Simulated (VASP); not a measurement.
## Mo: relaxation of cell and atoms with PBE

Crystal: Mo.

```xyz
2
Lattice="0.0000 2.7608 2.7608 2.7608 0.0000 2.7608 2.7608 2.7608 0.0000" Properties=species:S:1:pos:R:3 pbc="T T T"
Mo    0.6902    0.6902    0.6902
Mo    4.8314    4.8314    4.8314
```

```
Program                : VASP 6.6.1
Task                   : relaxation of cell and atoms
Functional             : PBE
Potentials or basis    : VASP PAW PBE potentials, release 64 (Mo_sv)
Cutoff                 : 600 eV
k mesh                 : 10 × 10 × 10
Occupations            : fermi-dirac, width 0.1 eV
Spin                   : no spin polarisation
Dipole correction      : no
Further INCAR settings : ALGO = Normal; EDIFF = 1e-06; IBRION = 2; EDIFFG = -0.01; NSW = 80; ISIF = 3
```

The relaxed volume is 23.10 Å³/atom. The relaxed cell is a = 4.028 Å, b = 4.028 Å, c = 4.028 Å, α = 60.00°, β = 60.00°, γ = 60.00°. The space group after relaxing (to 0.05 Å) is Fd-3m (No. 227), the energy gained by relaxing is 71.4 meV/atom and the ionic steps are 19. The pressure after relaxing is 0.0 GPa and the band gap on the k mesh is zero (band 14 reaches 7.05 eV, above the bottom of band 15 at 6.63 eV).

Step by step:
```tsv
step	energy change (eV)	largest force (eV/Å)	pressure (GPa)	volume (Å³)
1	0.0000	0.0000	12.03	42.09
2	0.0832	0.0000	-10.41	52.47
3	-0.1427	0.0000	-0.29	46.34
4	-0.1428	0.0000	-0.11	46.23
5	-0.1428	0.0000	0.11	46.14
6	-0.1428	0.0000	0.18	46.14
7	-0.1428	0.0000	0.16	46.14
8	-0.1428	0.0000	0.16	46.14
9	-0.1428	0.0000	0.16	46.14
10	-0.1428	0.0000	0.16	46.14
11	-0.1428	0.0000	0.16	46.14
12	-0.1428	0.0000	0.16	46.14
13	-0.1428	0.0000	0.16	46.14
14	-0.1428	0.0000	0.17	46.15
15	-0.1428	0.0000	0.18	46.15
16	-0.1428	0.0000	0.15	46.15
17	-0.1428	0.0000	0.13	46.16
18	-0.1428	0.0000	0.10	46.17
19	-0.1428	0.0000	0.04	46.20
```

Final structure:
```cif
data_structure
_symmetry_space_group_name_H-M 'P 1'
_symmetry_Int_Tables_number 1
_cell_length_a 4.0278
_cell_length_b 4.0278
_cell_length_c 4.0278
_cell_angle_alpha 60.000
_cell_angle_beta 60.000
_cell_angle_gamma 60.000
_cell_volume 46.20
loop_
_atom_site_label
_atom_site_type_symbol
_atom_site_fract_x
_atom_site_fract_y
_atom_site_fract_z
_atom_site_occupancy
Mo1 Mo 0.12500 0.12500 0.12500 1
Mo2 Mo 0.87500 0.87500 0.87500 1
```

Levels at points of the mesh, in eV from the Fermi level:
| k point | band 10 | band 11 | band 12 | band 13 | band 14 | band 15 | band 16 | band 17 | band 18 |
| --- | --- | --- | --- | --- | --- | --- | --- | --- | --- |
| (0.00, 0.00, 0.00) | -2.17 | -2.17 | -1.31 | -1.31 | -1.31 | 1.32 | 1.32 | 1.32 | 4.34 |
| (0.50, 0.00, 0.00) | -2.10 | -1.92 | -1.92 | -1.56 | -1.56 | 0.36 | 2.28 | 2.28 | 3.63 |
| (0.50, 0.50, 0.00) | -2.96 | -1.51 | -1.51 | -0.02 | -0.02 | 0.60 | 0.60 | 3.94 | 3.94 |

It took 2.2 min on 1 thread of Intel(R) Xeon(R) Platinum 8488C (Sapphire Rapids) (shared host), peak memory 0.2 GiB.
